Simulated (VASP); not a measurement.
Set up this calculation in VASP 6.6.1, as the native input.

```yaml
Task: single point
Functional: PBE
Potentials_or_basis: VASP PAW PBE potentials, release 64 (W_sv, S)
Cutoff: 520 eV
k_mesh: 9 × 9 × 1
Occupations: gaussian, width 0.1 eV
Spin: no spin polarisation
Dipole_correction: yes
Further_INCAR_settings: ALGO = Normal; EDIFF = 1e-06; NBANDS = 32
```

The structure of W3S lies in POSCAR:

```
W3S
1.0
    2.8545944806      0.0000000000      0.0000000000
   -1.4272972403      2.4721513377      0.0000000000
    0.0000000000      0.0000000000     20.1971108355
W S
3 1
Direct
    0.6666666667      0.3333333334      0.1980481284
    0.3333333333      0.6666666667      0.3143337982
    0.0000000000      0.0000000000      0.4306116309
    0.0000000000      0.5000000000      0.5242623501
```

These files were run (other wordings do the same):

INCAR

```
ALGO     = Normal         # electronic algorithm
DIPOL    = 0.5 0.5 0.367
EDIFF    = 1E-6           # SCF threshold, eV
ENCUT    = 520            # plane-wave cutoff, eV
GGA      = PE             # functional
IDIPOL   = 3            
ISIF     = 2              # what is computed and relaxed
ISMEAR   = 0              # smearing method
LASPH    = T              # aspherical terms in the spheres
LCHARG   = T              # write CHGCAR
LDIPOL   = T            
LELF     = T              # ELF
LREAL    = F              # projectors in reciprocal space
LVACPOTAV= T            
LVHAR    = T            
LWAVE    = F              # write WAVECAR
NBANDS   = 32             # bands
NELM     = 100            # most SCF steps
PREC     = Accurate       # precision mode
SIGMA    = 0.1            # smearing width, eV
```

KPOINTS

```
k-points
0
Gamma
  9 9 1
```

Potentials or basis: VASP PAW PBE potentials, release 64 (W_sv, S).

Launch:

```console
$ cat potpaw_PBE.64/W_sv/POTCAR potpaw_PBE.64/S/POTCAR > POTCAR
$ mpirun -np 1 vasp_std > vasp.out
```

Results of the run:

| Property | Result |
| --- | --- |
| Largest force | 0.279 eV/Å |
| Band gap on the k mesh | zero (band 24 reaches 2.44 eV, above the bottom of band 25 at 1.73 eV) |

Caveat: spin-orbit coupling is left out, which moves the levels of the heavy elements.

It took 89 s on 1 thread of Intel(R) Xeon(R) 6975P-C (Granite Rapids), on a shared host, peak memory 0.32 GiB.
